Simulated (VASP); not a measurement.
Input of a VASP 6.6.1 run:

The input INCAR:

```
SYSTEM = Ba
PREC     = Accurate       ! precision mode
ENCUT    = 520            ! plane-wave cutoff, eV
EDIFF    = 1E-6           ! SCF threshold, eV
ISMEAR   = 1              ! smearing method
SIGMA    = 0.025          ! smearing width, eV
LREAL    = .FALSE.        ! projectors in reciprocal space
LASPH    = .TRUE.         ! aspherical terms in the spheres
NELM     = 80             ! most SCF steps
ALGO     = Normal         ! electronic algorithm
ISIF     = 2              ! what is computed and relaxed
LWAVE    = .FALSE.        ! write WAVECAR
LCHARG   = .FALSE.        ! write CHGCAR
NBANDS   = 11             ! bands
```

File KPOINTS:

```
Automatic mesh
0
G
  8 8 8
  0 0 0
```

Contents of POSCAR:

```
Ba
1.0
   -2.5065000000      2.5065000000      2.5065000000
    2.5065000000     -2.5065000000      2.5065000000
    2.5065000000      2.5065000000     -2.5065000000
Ba
1
Direct
    0.0000000000      0.0000000000      0.0000000000
```

Potentials or basis: VASP PAW LDA potentials, release 64 (Ba_sv).

Command:

```sh
$ cat potpaw_LDA.64/Ba_sv/POTCAR > POTCAR
$ mpirun -np 1 vasp_std > vasp.out
```

Question: What does it give for the band gap on the k mesh?

Answer: Zero (band 5 reaches 1.95 eV, above the bottom of band 6 at 0.89 eV).

Question: What does it give for the pressure?

Answer: -1.3 GPa.

Caveat: spin-orbit coupling is left out, which moves the levels of the heavy elements.
